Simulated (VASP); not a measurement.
# Ir in VASP: single point with PBE

Aim: the single point of Ir with PBE.

Everything below comes from runs of VASP 6.6.1. Logs are shortened: lines on timing, memory, paths and dates and some standing lists are left out, and cuts for length are marked.

## Step 1: The cell of the first run

The typed cell holds 2 atoms: a = 3.387 Å, b = 3.387 Å, c = 3.454 Å, α = 90.00°, β = 90.00°, γ = 135.48°.

## Step 2: Single point, PBE, collinear spin (13.90 Å³/atom)

INCAR reads:

```
SYSTEM = Ir
  PREC = Accurate
  ENCUT = 520
  EDIFF = 1E-7
  ISMEAR = -1
  SIGMA = 0.05
  LREAL = .False.
  LASPH = .True.
  NELM = 150
  ALGO = Normal
  ISIF = 2
  LWAVE = .False.
  LCHARG = .False.
  ISPIN = 2
  MAGMOM = 1 1
  LORBIT = 11
  LMAXMIX = 4
  GGA = PE
  NBANDS = 20
```

KPOINTS reads:

```
Automatic mesh
0
Gamma
  14 14 10
  0 0 0
```

POSCAR reads:

```
Ir
1.0
   -2.0478596960      2.3854935100      1.2607533560
    2.3854935100     -2.0478596960      1.2607533560
    2.3999812614      2.3999812614     -0.6423764072
Ir
2
Direct
    0.0224366981      0.9775633019      0.0000000000
    0.7275633019      0.2724366981      0.5000000000
```

Potentials or basis: VASP PAW PBE potentials, release 64 (Ir).

On the command line:

```
$ cat potpaw_PBE.64/Ir/POTCAR > POTCAR
$ mpirun -np 1 vasp_std > vasp.out
```

OUTCAR:

```text
SYSTEM = Ir
   PREC = Accurate
   ENCUT = 520
   EDIFF = 1E-7
   ISMEAR = -1
   LREAL = .False.
   LASPH = .True.
   NELM = 150
   ISIF = 2
   ISPIN = 2
   LORBIT = 11
   GGA = PE

 ion  position               nearest neighbor table
   1  0.022  0.978  0.000-   2 2.51   2 2.51   2 2.51   2 2.51   2 2.53   2 2.53
   2  0.728  0.272  0.500-   1 2.51   1 2.51   1 2.51   1 2.51   1 2.53   1 2.53

  LATTYP: Found a base centered monoclinic cell.
 ALAT       =     2.5663182350
 B/A-ratio  =     2.4430751203
 C/A-ratio  =     1.3460296338
 COS(beta)  =    -0.0000985039

  Lattice vectors:

 A1 = (   2.0478596960,  -2.3854935100,  -1.2607533560)
 A2 = (  -2.3854935100,   2.0478596960,  -1.2607533560)
 A3 = (   2.3999812614,   2.3999812614,  -0.6423764072)

Analysis of symmetry for initial positions (statically):
=====================================================================
 Subroutine PRICEL returns:
 Original cell was already a primitive cell.

 Routine SETGRP: Setting up the symmetry group for a
 base centered monoclinic supercell.

 Subroutine GETGRP returns: Found  4 space group operations
 (whereof  2 operations were pure point group operations)
 out of a pool of  4 trial point group operations.

The static configuration has the point symmetry C_2 .
 The point group associated with its full space group is C_2h.

Analysis of symmetry for dynamics (positions and initial velocities):
=====================================================================
 Subroutine PRICEL returns:
 Original cell was already a primitive cell.

 Routine SETGRP: Setting up the symmetry group for a
 base centered monoclinic supercell.

 Subroutine GETGRP returns: Found  4 space group operations
 (whereof  2 operations were pure point group operations)
 out of a pool of  4 trial point group operations.

The dynamic configuration has the point symmetry C_2 .
 The point group associated with its full space group is C_2h.

Analysis of structural, dynamic, and magnetic symmetry:
=====================================================================
 Subroutine PRICEL returns:
 Original cell was already a primitive cell.

 Routine SETGRP: Setting up the symmetry group for a
 base centered monoclinic supercell.

 Subroutine GETGRP returns: Found  4 space group operations
 (whereof  2 operations were pure point group operations)
 out of a pool of  4 trial point group operations.

The overall configuration has the point symmetry C_2 .
 The point group associated with its full space group is C_2h.

 Subroutine INISYM returns: Found  4 space group operations
 (whereof  2 operations are pure point group operations),
 and found     1 'primitive' translations

----------------------------------------------------------------------------------------

                                     Primitive cell

  volume of cell :      27.7903

  direct lattice vectors                    reciprocal lattice vectors
    -2.047859696  2.385493510  1.260753356    -0.061542650  0.164020249  0.382866360
     2.385493510 -2.047859696  1.260753356     0.164020249 -0.061542650  0.382866360
     2.399981261  2.399981261 -0.642376407     0.201126591  0.201126591 -0.053862350

  length of vectors
     3.387300938  3.387300938  3.454340394     0.421042503  0.421042503  0.289490870

  position of ions in fractional coordinates (direct lattice)
     0.022436698  0.977563302  0.000000000
     0.727563302  0.272436698  0.500000000

  ion indices of the primitive-cell ions
   primitive index   ion index
                 1           1
                 2           2

----------------------------------------------------------------------------------------

 KPOINTS: Automatic mesh

Automatic generation of k-mesh.
 Grid dimensions read from file:
 generate k-points for:   14   14   10

 Generating k-lattice:

  Cartesian coordinates                     Fractional coordinates (reciprocal lattice)
    -0.004395904  0.011715732  0.027347597     0.071428571  0.000000000 -0.000000000
     0.011715732 -0.004395904  0.027347597     0.000000000  0.071428571 -0.000000000
     0.020112659  0.020112659 -0.005386235     0.000000000  0.000000000  0.100000000

  Length of vectors
     0.030074465  0.030074465  0.028949087

  Shift w.r.t. Gamma in fractional coordinates (k-lattice)
     0.000000000  0.000000000  0.000000000

 Subroutine IBZKPT returns following result:
 ===========================================

 Found    534 irreducible k-points:

 Following reciprocal coordinates:
            Coordinates               Weight
  0.000000  0.000000  0.000000      1.000000
  0.071429  0.000000 -0.000000      4.000000
  0.142857  0.000000 -0.000000      4.000000
  0.214286  0.000000 -0.000000      4.000000
  0.285714  0.000000 -0.000000      4.000000
  0.357143  0.000000 -0.000000      4.000000
[... 16 lines left out ...]
  0.214286  0.142857 -0.000000      4.000000
  0.285714  0.142857 -0.000000      4.000000
 [... further k-points ...]
   k-points           NKPTS =    534   k-points in BZ     NKDIM =    534   number of bands    NBANDS=     20
   number of dos      NEDOS =    301   number of ions     NIONS =      2
   total plane-waves  NPLWV =  21952
   dimension x,y,z NGX =    28 NGY =   28 NGZ =   28
   dimension x,y,z NGXF=    56 NGYF=   56 NGZF=   56
   ions per type =               2
   NGX,Y,Z   is equivalent  to a cutoff of  13.74, 13.74, 13.48 a.u.
   NGXF,Y,Z  is equivalent  to a cutoff of  27.48, 27.48, 26.95 a.u.
 SYSTEM =  Ir
   PREC   = accura    normal or accurate (medium, high low for compatibility)
   ISTART =      0    job   : 0-new  1-cont  2-samecut
   ICHARG =      2    charge: 1-file 2-atom 10-const
   ISPIN  =      2    spin polarized calculation?
   LNONCOLLINEAR =      F non collinear calculations
   LSORBIT =      F    spin-orbit coupling
   LASPH  =      T    aspherical Exc in radial PAW
   ENCUT  =  520.0 eV  38.22 Ry    6.18 a.u.   6.30  6.30  6.42*2*pi/ulx,y,z
   NELM   =    150;   NELMIN=  2; NELMDL= -5     # of ELM steps
   EDIFF  = 0.1E-06   stopping-criterion for ELM
   LREAL  =      F    real-space projection
   EDIFFG = 0.1E-05   stopping-criterion for IOM
   NSW    =      0    number of steps for IOM
   IBRION =     -1    ionic relax: 0-MD 1-quasi-New 2-CG
   NFREE  =      0    steps in history (QN), initial steepest desc. (CG)
   ISIF   =      2    stress and relaxation
   ISYM   =      2    0-nonsym 1-usesym 2-fastsym
   POTIM  = 0.5000    time-step for ionic-motion
   TEBEG  =    0.0;   TEEND  =   0.0 temperature during run
   PSTRESS=    0.0 pullay stress
   NELECT =      18.0000    total number of electrons
   NUPDOWN=      -1.0000    fix difference up-down
   EMIN   =  10.00;   EMAX   =-10.00  energy-range for DOS
   EFERMI =   0.00;   METHOD = LEGACY
   ISMEAR =    -1;   SIGMA  =   0.05  broadening in eV -4-tet -1-fermi 0-gaus
   EFERMI_NEDOS =   21; number of points for ismear=-14 and -15
   IALGO  =     38    algorithm
   IMIX   =      4    mixing-type and parameters
     AMIX     =   0.40;   BMIX     =  1.00
     AMIX_MAG =   1.60;   BMIX_MAG =  1.00
  volume/ion in A,a.u.               =      13.90        93.77
  Fermi-wavevector in a.u.,A,eV,Ry     =   1.416450  2.676703 27.297797  2.006331
  Thomas-Fermi vector in A             =   2.537783
   LORBIT       =     11    0 simple, 1 ext, 2 COOP (PROOUT), +10 PAW based schemes
   GGA     = PE    functional components
   LHFCALC =     F    Hartree Fock is set to
   AEXX    =    0.0000 exact exchange contribution
   IVDW    =     0    specifies the selected vdW correction
   LEPSILON=     F    determine dielectric tensor
   LRPA    =     F    only Hartree local field effects (RPA)
 spin polarized calculation
  energy-cutoff  :      520.00
  volume of cell :       27.79
 maximum number of plane-waves:       764
 NGX is ok and might be reduce to    28
   NGX = 13   NGY = 13   NGZ = 13

 number of electron      18.0000000 magnetization      -0.0000546

 number of electron      18.0000000 magnetization       0.0000058

 Free energy of the ion-electron system (eV)
  ---------------------------------------------------
  ext. energy  EPLUGINS =         0.00000000
  ---------------------------------------------------
  free energy    TOTEN  =       -16.28852324 eV

  energy without entropy =      -16.27498284  energy(sigma->0) =      -16.28175304

 E-fermi :  10.4066     XC(G=0): -13.9905

 val. band max:       10.4038527250   @ k =   0.0000   0.0000   0.1000
 cond. band min:      10.4091730485   @ k =   0.3571   0.2857   0.4000
 fundamental gap:      0.0053203235
 Fermi energy:        10.4065705404

 spin component 1

 k-point     1 :       0.0000    0.0000    0.0000
  band No.  band energies     occupation
      1      -0.5114      1.00000
      2       2.4411      1.00000
      3       3.7635      1.00000
      4       4.4401      1.00000
      5       5.8218      1.00000
      6       8.3496      1.00000
[... 12 lines left out ...]
     19      32.7325      0.00000
[... 513 lines left out ...]
      4       5.1413      1.00000
      5       5.2710      1.00000
      6       7.4104      1.00000
[... 12 lines left out ...]
     19      30.3660      0.00000
     20      31.1875      0.00000

 [... further k-points ...]

 spin component 2

 k-point     1 :       0.0000    0.0000    0.0000
  band No.  band energies     occupation
      1      -0.5114      1.00000
      2       2.4411      1.00000
      3       3.7635      1.00000
      4       4.4401      1.00000
      5       5.8218      1.00000
      6       8.3496      1.00000
[... 12 lines left out ...]
     19      32.7325      0.00000
[... 513 lines left out ...]
      4       5.1413      1.00000
      5       5.2710      1.00000
      6       7.4104      1.00000
[... 12 lines left out ...]
     19      30.3660      0.00000
     20      31.1875      0.00000

 [... further k-points ...]

------------------------ aborting loop because EDIFF is reached ----------------------------------------

  FORCE on cell =-STRESS in cart. coord.  units (eV):
  Direction    XX          YY          ZZ          XY          YZ          ZX
  --------------------------------------------------------------------------------------
  -------------------------------------------------------------------------------------
  Total        8.9117603      8.9117603      9.5171473      0.7577264     -0.0235124     -0.0235124
  in kB      513.7846280    513.7846280    548.6866574     43.6847688     -1.3555465     -1.3555466
  external PRESSURE =     525.4186378 kB  Pullay stress =       0.0000000 kB

 VOLUME and BASIS-vectors are now :
 -----------------------------------------------------------------------------
  energy-cutoff  :      520.00
  volume of cell :       27.79
      direct lattice vectors                 reciprocal lattice vectors
    -2.047859696  2.385493510  1.260753356    -0.061542650  0.164020249  0.382866360
     2.385493510 -2.047859696  1.260753356     0.164020249 -0.061542650  0.382866360
     2.399981261  2.399981261 -0.642376407     0.201126591  0.201126591 -0.053862350

 POSITION                                       TOTAL-FORCE (eV/Angst)
 -----------------------------------------------------------------------------------
      2.28602     -1.94839      1.26075         0.445096     -0.445096     -0.000000
      0.35994      2.37768      0.93957        -0.445096      0.445096      0.000000
 -----------------------------------------------------------------------------------
    total drift:                                0.000000     -0.000000     -0.000000

  FREE ENERGIE OF THE ION-ELECTRON SYSTEM (eV)
  ---------------------------------------------------
  free  energy   TOTEN  =       -16.2885232440 eV

  energy  without entropy=      -16.2749828355  energy(sigma->0) =      -16.28175304

 total charge

# of ion       s       p       d       tot
------------------------------------------
    1        0.775   0.784   7.188   8.747
    2        0.775   0.784   7.188   8.747
--------------------------------------------------
tot          1.549   1.569  14.375  17.494

 magnetization (x)

# of ion       s       p       d       tot
------------------------------------------
    1       -0.000  -0.000  -0.000  -0.000
    2       -0.000  -0.000  -0.000  -0.000
--------------------------------------------------
tot         -0.000  -0.000  -0.000  -0.000
```

Run time: 23 min. Hardware: 1 thread of Intel Xeon 8259CL, shared host; peak memory 0.5 GiB.

What came out:

| Quantity | Value |
| --- | --- |
| Free energy | -16.2885 eV |
| Pressure | 52.5 GPa |
| Largest force | 0.629 eV/Å |
| Band gap on the k mesh | zero (filled and empty bands overlap) |
| Net moment | 0.00 μB per cell |
| Valence electrons inside the program's atomic spheres | Ir 8.75 |

Forces on the atoms (eV/Å):
```
Ir   0.445 -0.445  0.000
Ir  -0.445  0.445  0.000
```

Caveat: the cell stands under pressure; spin-orbit coupling is left out, which moves the levels of the heavy elements.
